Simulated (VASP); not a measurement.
# C (P6_3/mmc) in VASP: further runs

Runs on C. Level: LDA. Tasks: single point.

The COD entry that gives the cell may itself be a prediction, so a difference from it is no test against experiment.

Program: VASP 6.6.1. These are calculated values, not measurements. Logs are shortened: lines on timing, memory, paths and dates and some standing lists are left out, and cuts for length are marked.

## 1. The cell of the first run

It takes space group P6_3/mmc (No. 194, hexagonal). Conventional cell: a = 2.318 Å, b = 2.318 Å, c = 12.087 Å, α = 90.00°, β = 90.00°, γ = 120.00°. C (site symmetry 3m) has 4 C at 1.43 to 1.53 Å within 1.9 Å. C (site symmetry 3m) has 4 C at 1.43 to 1.50 Å within 1.9 Å. Within 1.9 Å of C (site symmetry 3m) lie 4 C at 1.43 to 1.50 Å.

## 2. Single point, LDA

INCAR reads:

```
ALGO     = Normal         # electronic algorithm
EDIFF    = 1E-6           # SCF threshold, eV
ENCUT    = 520            # plane-wave cutoff, eV
ISIF     = 2              # what is computed and relaxed
ISMEAR   = 0              # smearing method
LASPH    = True           # aspherical terms in the spheres
LCHARG   = False          # write CHGCAR
LREAL    = False          # projectors in reciprocal space
LWAVE    = False          # write WAVECAR
NBANDS   = 36             # bands
NELM     = 60             # most SCF steps
PREC     = Accurate       # precision mode
SIGMA    = 0.05           # smearing width, eV
```

KPOINTS reads:

```
k-points
0
Gamma
  12 12 2
```

POSCAR reads:

```
C
1.0
    2.3177000000      0.0000000000      0.0000000000
   -1.1588500000      2.0071870784      0.0000000000
    0.0000000000      0.0000000000     12.0869000000
C
12
Direct
    0.0000000000      0.0000000000      0.1868599868
    0.0000000000      0.0000000000      0.6868599868
    0.0000000000      0.0000000000      0.3131400132
    0.0000000000      0.0000000000      0.8131400132
    0.3333333333      0.6666666667      0.5207718743
    0.6666666667      0.3333333333      0.0207718743
    0.3333333333      0.6666666667      0.9792281257
    0.6666666667      0.3333333333      0.4792281257
    0.3333333333      0.6666666667      0.6450609412
    0.6666666667      0.3333333333      0.1450609412
    0.3333333333      0.6666666667      0.8549390588
    0.6666666667      0.3333333333      0.3549390588
```

Potentials or basis: VASP PAW LDA potentials, release 64 (C).

Run with:

```bash
> cat potpaw_LDA.64/C/POTCAR > POTCAR
> mpirun -np 1 vasp_std > vasp.out
```

OUTCAR:

```text
EDIFF = 1E-6
   ENCUT = 520
   ISIF = 2
   ISMEAR = 0
   LASPH = True
   LREAL = False
   NELM = 60
   PREC = Accurate

 ion  position               nearest neighbor table
   1  0.000  0.000  0.187-  10 1.43  10 1.43  10 1.43   3 1.53
   2  0.000  0.000  0.687-   9 1.43   9 1.43   9 1.43   4 1.53
   3  0.000  0.000  0.313-  12 1.43  12 1.43  12 1.43   1 1.53
   4  0.000  0.000  0.813-  11 1.43  11 1.43  11 1.43   2 1.53
   5  0.333  0.667  0.521-   8 1.43   8 1.43   8 1.43   9 1.50
   6  0.667  0.333  0.021-   7 1.43   7 1.43   7 1.43  10 1.50
   7  0.333  0.667  0.979-   6 1.43   6 1.43   6 1.43  11 1.50
   8  0.667  0.333  0.479-   5 1.43   5 1.43   5 1.43  12 1.50
   9  0.333  0.667  0.645-   2 1.43   2 1.43   2 1.43   5 1.50
  10  0.667  0.333  0.145-   1 1.43   1 1.43   1 1.43   6 1.50
  11  0.333  0.667  0.855-   4 1.43   4 1.43   4 1.43   7 1.50
  12  0.667  0.333  0.355-   3 1.43   3 1.43   3 1.43   8 1.50

  LATTYP: Found a hexagonal cell.
 ALAT       =     2.3177000000
 C/A-ratio  =     5.2150407732

  Lattice vectors:

 A1 = (   2.3177000000,   0.0000000000,   0.0000000000)
 A2 = (  -1.1588500000,   2.0071870784,   0.0000000000)
 A3 = (   0.0000000000,   0.0000000000,  12.0869000000)

Analysis of symmetry for initial positions (statically):
=====================================================================
 Subroutine PRICEL returns:
 Original cell was already a primitive cell.

 Routine SETGRP: Setting up the symmetry group for a
 hexagonal supercell.

 Subroutine GETGRP returns: Found 24 space group operations
 (whereof 12 operations were pure point group operations)
 out of a pool of 24 trial point group operations.

The static configuration has the point symmetry D_3d.
 The point group associated with its full space group is D_6h.

Analysis of symmetry for dynamics (positions and initial velocities):
=====================================================================
 Subroutine PRICEL returns:
 Original cell was already a primitive cell.

 Routine SETGRP: Setting up the symmetry group for a
 hexagonal supercell.

 Subroutine GETGRP returns: Found 24 space group operations
 (whereof 12 operations were pure point group operations)
 out of a pool of 24 trial point group operations.

The dynamic configuration has the point symmetry D_3d.
 The point group associated with its full space group is D_6h.

 Subroutine INISYM returns: Found 24 space group operations
 (whereof 12 operations are pure point group operations),
 and found     1 'primitive' translations

----------------------------------------------------------------------------------------

                                     Primitive cell

  volume of cell :      56.2290

  direct lattice vectors                    reciprocal lattice vectors
     2.317700000  0.000000000  0.000000000     0.431462225  0.249104832  0.000000000
    -1.158850000  2.007187078  0.000000000     0.000000000  0.498209664  0.000000000
     0.000000000  0.000000000 12.086900000     0.000000000  0.000000000  0.082734200

  length of vectors
     2.317700000  2.317700000 12.086900000     0.498209664  0.498209664  0.082734200

  position of ions in fractional coordinates (direct lattice)
     0.000000000  0.000000000  0.186859987
     0.000000000  0.000000000  0.686859987
     0.000000000  0.000000000  0.313140013
     0.000000000  0.000000000  0.813140013
     0.333333333  0.666666667  0.520771874
     0.666666667  0.333333333  0.020771874
     0.333333333  0.666666667  0.979228126
     0.666666667  0.333333333  0.479228126
     0.333333333  0.666666667  0.645060941
     0.666666667  0.333333333  0.145060941
     0.333333333  0.666666667  0.854939059
     0.666666667  0.333333333  0.354939059

  ion indices of the primitive-cell ions
   primitive index   ion index
                 1           1
                 2           2
                 3           3
                 4           4
                 5           5
                 6           6
                 7           7
                 8           8
                 9           9
                10          10
                11          11
                12          12

----------------------------------------------------------------------------------------

 KPOINTS: k-points

Automatic generation of k-mesh.
 Grid dimensions read from file:
 generate k-points for:   12   12    2

 Generating k-lattice:

  Cartesian coordinates                     Fractional coordinates (reciprocal lattice)
     0.035955185  0.020758736  0.000000000     0.083333333  0.000000000  0.000000000
     0.000000000  0.041517472  0.000000000     0.000000000  0.083333333  0.000000000
     0.000000000  0.000000000  0.041367100     0.000000000  0.000000000  0.500000000

  Length of vectors
     0.041517472  0.041517472  0.041367100

  Shift w.r.t. Gamma in fractional coordinates (k-lattice)
     0.000000000  0.000000000  0.000000000

 Subroutine IBZKPT returns following result:
 ===========================================

 Found     38 irreducible k-points:

 Following reciprocal coordinates:
            Coordinates               Weight
  0.000000  0.000000  0.000000      1.000000
  0.083333 -0.000000  0.000000      6.000000
  0.166667 -0.000000  0.000000      6.000000
  0.250000 -0.000000  0.000000      6.000000
  0.333333  0.000000  0.000000      6.000000
  0.416667  0.000000  0.000000      6.000000
[... 16 lines left out ...]
  0.250000 -0.000000  0.500000      6.000000
  0.333333  0.000000  0.500000      6.000000
 [... further k-points ...]
   k-points           NKPTS =     38   k-points in BZ     NKDIM =     38   number of bands    NBANDS=     36
   number of dos      NEDOS =    301   number of ions     NIONS =     12
   total plane-waves  NPLWV =  29160
   dimension x,y,z NGX =    18 NGY =   18 NGZ =   90
   dimension x,y,z NGXF=    36 NGYF=   36 NGZF=  180
   ions per type =              12
   NGX,Y,Z   is equivalent  to a cutoff of  12.91, 12.91, 12.38 a.u.
   NGXF,Y,Z  is equivalent  to a cutoff of  25.82, 25.82, 24.76 a.u.
 SYSTEM =  unknown system
   PREC   = accura    normal or accurate (medium, high low for compatibility)
   ISTART =      0    job   : 0-new  1-cont  2-samecut
   ICHARG =      2    charge: 1-file 2-atom 10-const
   ISPIN  =      1    spin polarized calculation?
   LNONCOLLINEAR =      F non collinear calculations
   LSORBIT =      F    spin-orbit coupling
   LASPH  =      T    aspherical Exc in radial PAW
   ENCUT  =  520.0 eV  38.22 Ry    6.18 a.u.   4.31  4.31 22.47*2*pi/ulx,y,z
   NELM   =     60;   NELMIN=  2; NELMDL= -5     # of ELM steps
   EDIFF  = 0.1E-05   stopping-criterion for ELM
   LREAL  =      F    real-space projection
   EDIFFG = 0.1E-04   stopping-criterion for IOM
   NSW    =      0    number of steps for IOM
   IBRION =     -1    ionic relax: 0-MD 1-quasi-New 2-CG
   NFREE  =      0    steps in history (QN), initial steepest desc. (CG)
   ISIF   =      2    stress and relaxation
   ISYM   =      2    0-nonsym 1-usesym 2-fastsym
   POTIM  = 0.5000    time-step for ionic-motion
   TEBEG  =    0.0;   TEEND  =   0.0 temperature during run
   PSTRESS=    0.0 pullay stress
   NELECT =      48.0000    total number of electrons
   NUPDOWN=      -1.0000    fix difference up-down
   EMIN   =  10.00;   EMAX   =-10.00  energy-range for DOS
   EFERMI =   0.00;   METHOD = LEGACY
   ISMEAR =     0;   SIGMA  =   0.05  broadening in eV -4-tet -1-fermi 0-gaus
   EFERMI_NEDOS =   21; number of points for ismear=-14 and -15
   IALGO  =     38    algorithm
   IMIX   =      4    mixing-type and parameters
     AMIX     =   0.40;   BMIX     =  1.00
     AMIX_MAG =   1.60;   BMIX_MAG =  1.00
  volume/ion in A,a.u.               =       4.69        31.62
  Fermi-wavevector in a.u.,A,eV,Ry     =   1.552990  2.934725 32.814218  2.411777
  Thomas-Fermi vector in A             =   2.657285
   LORBIT       =      0    0 simple, 1 ext, 2 COOP (PROOUT), +10 PAW based schemes
   GGA     = CA    functional components
   LHFCALC =     F    Hartree Fock is set to
   AEXX    =    0.0000 exact exchange contribution
   IVDW    =     0    specifies the selected vdW correction
   LEPSILON=     F    determine dielectric tensor
   LRPA    =     F    only Hartree local field effects (RPA)
 non-spin polarized calculation
 Gauss-broadening in eV      SIGMA  =   0.05
  energy-cutoff  :      520.00
  volume of cell :       56.23
 maximum number of plane-waves:      1556
 NGX is ok and might be reduce to    18
   NGX =  9   NGY =  9   NGZ = 45

 number of electron      47.9999997 magnetization

 Free energy of the ion-electron system (eV)
  ---------------------------------------------------
  ext. energy  EPLUGINS =         0.00000000
  ---------------------------------------------------
  free energy    TOTEN  =      -117.83665590 eV

  energy without entropy =     -117.83665590  energy(sigma->0) =     -117.83665590

 E-fermi :  13.1015     XC(G=0): -14.4446

 val. band max:       12.8957169073   @ k =   0.0000   0.0000   0.0000
 cond. band min:      17.2472101223   @ k =   0.0000   0.0000   0.0000
 fundamental gap:      4.3514932149
 Fermi energy:        13.1015359776

 k-point     1 :       0.0000    0.0000    0.0000
  band No.  band energies     occupation
      1     -11.3370      2.00000
      2     -10.5911      2.00000
      3     -10.4893      2.00000
      4      -8.2322      2.00000
      5      -8.1606      2.00000
      6      -5.2685      2.00000
[... 28 lines left out ...]
     35      21.9421      0.00000
     36      22.6863      0.00000
[... 866 lines left out ...]
      6      -3.5849      2.00000
[... 28 lines left out ...]
     35      23.6281      0.00000
     36      23.6281      0.00000

 [... further k-points ...]

------------------------ aborting loop because EDIFF is reached ----------------------------------------

  FORCE on cell =-STRESS in cart. coord.  units (eV):
  Direction    XX          YY          ZZ          XY          YZ          ZX
  --------------------------------------------------------------------------------------
  -------------------------------------------------------------------------------------
  Total       48.8105925     48.8105925     14.3172312     -0.0000000      0.0000000     -0.0000000
  in kB     1390.7999275   1390.7999275    407.9525171     -0.0000000      0.0000000     -0.0000000
  external PRESSURE =    1063.1841240 kB  Pullay stress =       0.0000000 kB

 VOLUME and BASIS-vectors are now :
 -----------------------------------------------------------------------------
  energy-cutoff  :      520.00
  volume of cell :       56.23
      direct lattice vectors                 reciprocal lattice vectors
     2.317700000  0.000000000  0.000000000     0.431462225  0.249104832  0.000000000
    -1.158850000  2.007187078  0.000000000     0.000000000  0.498209664  0.000000000
     0.000000000  0.000000000 12.086900000     0.000000000  0.000000000  0.082734200

 POSITION                                       TOTAL-FORCE (eV/Angst)
 -----------------------------------------------------------------------------------
      0.00000      0.00000      2.25856         0.000000     -0.000000      0.846428
      0.00000      0.00000      8.30201        -0.000000      0.000000      0.846428
      0.00000      0.00000      3.78489         0.000000     -0.000000     -0.846428
      0.00000      0.00000      9.82834        -0.000000     -0.000000     -0.846428
     -0.00000      1.33812      6.29452        -0.000000     -0.000000      0.775341
      1.15885      0.66906      0.25107        -0.000000      0.000000      0.775341
     -0.00000      1.33812     11.83583        -0.000000     -0.000000     -0.775341
      1.15885      0.66906      5.79238         0.000000      0.000000     -0.775341
     -0.00000      1.33812      7.79679         0.000000     -0.000000     -0.687516
      1.15885      0.66906      1.75334        -0.000000      0.000000     -0.687516
     -0.00000      1.33812     10.33356         0.000000      0.000000      0.687516
      1.15885      0.66906      4.29011         0.000000      0.000000      0.687516
 -----------------------------------------------------------------------------------
    total drift:                                0.000000      0.000000      0.000000

  FREE ENERGIE OF THE ION-ELECTRON SYSTEM (eV)
  ---------------------------------------------------
  free  energy   TOTEN  =      -117.8366559011 eV

  energy  without entropy=     -117.8366559011  energy(sigma->0) =     -117.83665590
```

Wall time 75 s (1 thread of AMD EPYC 7R13 (Zen 3), shared host); peak memory 0.14 GiB.

What came out:

- Free energy: -117.8367 eV
- Pressure: 106.3 GPa
- Largest force: 0.846 eV/Å
- Band gap on the k mesh: 4.35 eV, direct

Forces in eV/Å, atoms in the order of the input:
```
C    0.000  0.000  0.846
C    0.000  0.000  0.846
C    0.000  0.000 -0.846
C    0.000  0.000 -0.846
C    0.000  0.000  0.775
C    0.000  0.000  0.775
C    0.000  0.000 -0.775
C    0.000  0.000 -0.775
C    0.000  0.000 -0.688
C    0.000  0.000 -0.688
C    0.000  0.000  0.688
C    0.000  0.000  0.688
```

Stress tensor (GPa, compression positive):
```
139.08   0.00   0.00
  0.00 139.08   0.00
  0.00   0.00  40.80
```

Levels at points of the mesh, in eV from the valence-band top:
```
           k point  band 21  band 22  band 23  band 24  band 25  band 26  band 27  band 28
(0.00, 0.00, 0.00)    -0.93    -0.45     0.00     0.00     4.35     6.47     6.47     7.52
(0.50, 0.00, 0.00)    -4.88    -4.84    -4.49    -3.74     5.07     5.87     6.28     6.32
(0.00, 0.00, 0.50)    -0.30    -0.30    -0.30    -0.30     5.86     5.86     6.84     6.84
(0.50, 0.00, 0.50)    -4.69    -4.69    -4.07    -4.07     5.41     5.41     6.02     6.02
```

A k mesh can miss the band edges. As with any semilocal functional, this LDA gap is likely too small.

## 3. Single point, LDA

This run uses another cell than the first one, of 4.77 Å³/atom, 1.017 times its volume.

INCAR reads:

```
  PREC = Accurate
  ENCUT = 520
  EDIFF = 1E-6
  ISMEAR = 0
  SIGMA = 0.05
  LREAL = False
  LASPH = True
  NELM = 100
  ALGO = Normal
  ISIF = 2
  LWAVE = False
  LCHARG = False
  NBANDS = 36
```

KPOINTS reads:

```
regular mesh
0
Gamma
  12 12 2
```

Changes to POSCAR since step 2:

```diff
@@ -4,3 +4,3 @@
    -1.1588500000      2.0071870784      0.0000000000
-    0.0000000000      0.0000000000     12.0869000000
+    0.0000000000      0.0000000000     12.2917957867
 C
```

Potentials or basis: VASP PAW LDA potentials, release 64 (C).

Run with:

```bash
> cat potpaw_LDA.64/C/POTCAR > POTCAR
> mpirun -np 1 vasp_std > vasp.out
```

Wall time 76 s (1 thread of AMD EPYC 7R13 (Zen 3), shared host); peak memory 0.14 GiB.

The run converged. Its results:

```
Free energy            : -117.9986 eV
Pressure               : 94.5 GPa
Largest force          : 0.865 eV/Å
Band gap on the k mesh : 3.81 eV, direct
```

Forces on the atoms (eV/Å):
```
C    0.000  0.000  0.865
C    0.000  0.000  0.865
C    0.000  0.000 -0.865
C    0.000  0.000 -0.865
C    0.000  0.000  0.824
C    0.000  0.000  0.824
C    0.000  0.000 -0.824
C    0.000  0.000 -0.824
C    0.000  0.000 -0.704
C    0.000  0.000 -0.704
C    0.000  0.000  0.704
C    0.000  0.000  0.704
```

Stress tensor (GPa, compression positive):
```
135.09   0.00   0.00
  0.00 135.09   0.00
  0.00   0.00  13.33
```

Levels at points of the mesh, in eV from the valence-band top:
| k point | band 21 | band 22 | band 23 | band 24 | band 25 | band 26 | band 27 | band 28 |
| --- | --- | --- | --- | --- | --- | --- | --- | --- |
| (0.00, 0.00, 0.00) | -0.85 | -0.56 | 0.00 | 0.00 | 3.81 | 6.60 | 6.60 | 7.59 |
| (0.50, 0.00, 0.00) | -4.81 | -4.78 | -4.47 | -3.77 | 4.79 | 5.98 | 6.04 | 6.37 |
| (0.00, 0.00, 0.50) | -0.27 | -0.27 | -0.27 | -0.27 | 5.46 | 5.46 | 6.95 | 6.95 |
| (0.50, 0.00, 0.50) | -4.69 | -4.69 | -4.07 | -4.07 | 5.08 | 5.08 | 6.18 | 6.18 |

A k mesh can miss the band edges. As with any semilocal functional, this LDA gap is likely too small.

## 4. Single point, LDA

This run uses another cell than the first one, of 4.76 Å³/atom, 1.015 times its volume.

INCAR reads:

```
SYSTEM = C
PREC     = Accurate       ! precision mode
ENCUT    = 520            ! plane-wave cutoff, eV
EDIFF    = 1E-6           ! SCF threshold, eV
ISMEAR   = 0              ! smearing method
SIGMA    = 0.05           ! smearing width, eV
LREAL    = .FALSE.        ! projectors in reciprocal space
LASPH    = .TRUE.         ! aspherical terms in the spheres
NELM     = 60             ! most SCF steps
ALGO     = Normal         ! electronic algorithm
ISIF     = 2              ! what is computed and relaxed
LWAVE    = .FALSE.        ! write WAVECAR
LCHARG   = .FALSE.        ! write CHGCAR
GGA      = CA             ! functional
NBANDS   = 36             ! bands
```

KPOINTS reads:

```
Automatic mesh
0
G
  12 12 2
  0 0 0
```

Changes to POSCAR since step 3:

```diff
@@ -2,5 +2,5 @@
 1.0
-    2.3177000000      0.0000000000      0.0000000000
-   -1.1588500000      2.0071870784      0.0000000000
-    0.0000000000      0.0000000000     12.2917957867
+    2.3758000000      0.0000000000      0.0000000000
+   -1.1879000000      2.0575031543      0.0000000000
+    0.0000000000      0.0000000000     11.6772000000
 C
```

Run with:

```bash
> cat potpaw_LDA.64/C/POTCAR > POTCAR
> mpirun -np 1 vasp_std > vasp.out
```

Wall time 77 s (1 thread of AMD EPYC 7R13 (Zen 3), shared host); peak memory 0.14 GiB.

The run converged. Its results:

```yaml
Free_energy: -119.0026 eV
Pressure: 92.1 GPa
Largest_force: 0.084 eV/Å
Band_gap_on_the_k_mesh: 4.87 eV, indirect (least direct gap 5.72 eV)
```

Forces on the atoms (eV/Å):
```
C    0.000  0.000  0.084
C    0.000  0.000  0.084
C    0.000  0.000 -0.084
C    0.000  0.000 -0.084
C    0.000  0.000 -0.047
C    0.000  0.000 -0.047
C    0.000  0.000  0.047
C    0.000  0.000  0.047
C    0.000  0.000 -0.015
C    0.000  0.000 -0.015
C    0.000  0.000  0.015
C    0.000  0.000  0.015
```

Stress tensor (GPa, compression positive):
```
89.87  0.00  0.00
 0.00 89.87  0.00
 0.00  0.00 96.67
```

Levels at points of the mesh, in eV from the valence-band top:
```
           k point  band 20  band 21  band 22  band 23  band 24  band 25  band 26  band 27  band 28  band 29
(0.00, 0.00, 0.00)    -1.18    -1.18    -0.20     0.00     0.00     5.72     5.72     6.03     6.98     6.98
(0.50, 0.00, 0.00)    -4.99    -4.82    -4.76    -4.26    -3.39     4.96     5.57     5.60     6.10     7.17
(0.00, 0.00, 0.50)    -1.57    -0.39    -0.39    -0.39    -0.39     6.19     6.19     6.19     6.19     6.89
(0.50, 0.00, 0.50)    -5.86    -4.39    -4.39    -3.81    -3.81     5.12     5.12     6.42     6.42     6.47
```

## 5. Summary

| cell | gap on the mesh (eV) | pressure (GPa) | largest force (eV/Å) |
| --- | --- | --- | --- |
| a = 2.318, b = 2.318, c = 12.087 Å, angles 90.0, 90.0, 120.0°, 12 atoms | 4.35 | 106.3 | 0.85 |
| a = 2.318, b = 2.318, c = 12.292 Å, angles 90.0, 90.0, 120.0°, 12 atoms | 3.81 | 94.5 | 0.86 |
| a = 2.376, b = 2.376, c = 11.677 Å, angles 90.0, 90.0, 120.0°, 12 atoms | 4.87 | 92.1 | 0.08 |

Alike in all rows: task single point; level LDA; potentials or basis VASP PAW LDA potentials, release 64 (C); no spin polarisation; k mesh 12 × 12 × 2; cutoff (eV) 520; smearing gaussian 0.05 eV.

Absolute energies hang on the potentials; compare differences alone.
